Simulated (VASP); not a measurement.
# CdTe: band structure with r2SCAN

CdTe:

```
Te Cd
1.0
     0.00000    3.20500    3.20500
     3.20500    0.00000    3.20500
     3.20500    3.20500    0.00000
Te Cd
1 1
Direct
  0.75000 0.75000 0.75000
  0.00000 0.00000 0.00000
```

```yaml
Program: VASP 6.6.1
Task: band structure
Functional: r2SCAN
Potentials_or_basis: VASP PAW PBE potentials, release 64 (Te, Cd)
Cutoff: 320 eV
k_mesh: 5 × 5 × 5
Occupations: gaussian, width 0.03 eV
Spin: no spin polarisation
Tolerance_level: standard
Purpose: bands
Route: KPOINTS_OPT
Further_INCAR_settings: ALGO = Normal; EDIFF = 1e-06; NBANDS = 21
```

```json
{
 "Pressure": "3.3 GPa",
 "Band gap on the k mesh": "1.37 eV",
 "Band gap along the path": "1.37 eV"
}
```

Levels at the corners of the path, in eV from the valence-band top:
| point | band 5 | band 6 | band 7 | band 8 | band 9 | band 10 | band 11 | band 12 | band 13 | band 14 |
| --- | --- | --- | --- | --- | --- | --- | --- | --- | --- | --- |
| Γ | -8.36 | -8.36 | 0.00 | 0.00 | 0.00 | 1.37 | 4.99 | 4.99 | 4.99 | 7.99 |
| X | -8.32 | -7.79 | -4.53 | -2.04 | -2.04 | 2.80 | 2.97 | 9.67 | 9.99 | 9.99 |
| X | -8.32 | -7.79 | -4.53 | -2.04 | -2.04 | 2.80 | 2.97 | 9.67 | 9.99 | 9.99 |
| W | -8.36 | -7.70 | -4.40 | -2.53 | -2.40 | 4.78 | 4.93 | 6.12 | 6.67 | 10.59 |
| W | -8.36 | -7.70 | -4.40 | -2.53 | -2.40 | 4.78 | 4.93 | 6.12 | 6.67 | 10.59 |
| K | -8.34 | -7.74 | -4.42 | -2.78 | -1.69 | 3.19 | 4.92 | 7.91 | 8.05 | 8.54 |
| K | -8.34 | -7.74 | -4.42 | -2.78 | -1.69 | 3.19 | 4.92 | 7.91 | 8.05 | 8.54 |
| Γ | -8.36 | -8.36 | 0.00 | 0.00 | 0.00 | 1.37 | 4.99 | 4.99 | 4.99 | 7.99 |
| Γ | -8.36 | -8.36 | 0.00 | 0.00 | 0.00 | 1.37 | 4.99 | 4.99 | 4.99 | 7.99 |
| L | -8.35 | -7.95 | -4.71 | -0.85 | -0.85 | 2.26 | 5.56 | 5.56 | 7.44 | 9.38 |
| L | -8.35 | -7.95 | -4.71 | -0.85 | -0.85 | 2.26 | 5.56 | 5.56 | 7.44 | 9.38 |
| U | -8.34 | -7.74 | -4.42 | -2.78 | -1.69 | 3.19 | 4.92 | 7.91 | 8.05 | 8.54 |
| U | -8.34 | -7.74 | -4.42 | -2.78 | -1.69 | 3.19 | 4.92 | 7.91 | 8.05 | 8.54 |
| W | -8.36 | -7.70 | -4.40 | -2.53 | -2.40 | 4.78 | 4.93 | 6.12 | 6.67 | 10.59 |
| W | -8.36 | -7.70 | -4.40 | -2.53 | -2.40 | 4.78 | 4.93 | 6.12 | 6.67 | 10.59 |
| L | -8.35 | -7.95 | -4.71 | -0.85 | -0.85 | 2.26 | 5.56 | 5.56 | 7.44 | 9.38 |
| L | -8.35 | -7.95 | -4.71 | -0.85 | -0.85 | 2.26 | 5.56 | 5.56 | 7.44 | 9.38 |
| K | -8.34 | -7.74 | -4.42 | -2.78 | -1.69 | 3.19 | 4.92 | 7.91 | 8.05 | 8.54 |
| U | -8.34 | -7.74 | -4.42 | -2.78 | -1.69 | 3.19 | 4.92 | 7.91 | 8.05 | 8.54 |
| X | -8.32 | -7.79 | -4.53 | -2.04 | -2.04 | 2.80 | 2.97 | 9.67 | 9.99 | 9.99 |

Run time: 4.7 min on 1 thread of AMD EPYC 7R43 64-Core Processor (Zen 3), on a shared host, peak memory 0.13 GiB.

Caveat: the cutoff is under 1.25 times the usual one of these potentials, so pressure, stress and relaxed cells hold a basis-set (Pulay) error; the cell stands under pressure; the PAW data sets were made with another functional, which shifts forces and pressure a little; spin-orbit coupling is left out, which moves the levels of the heavy elements. r2SCAN opens gaps a little over a GGA but as a rule still falls short of measured ones.
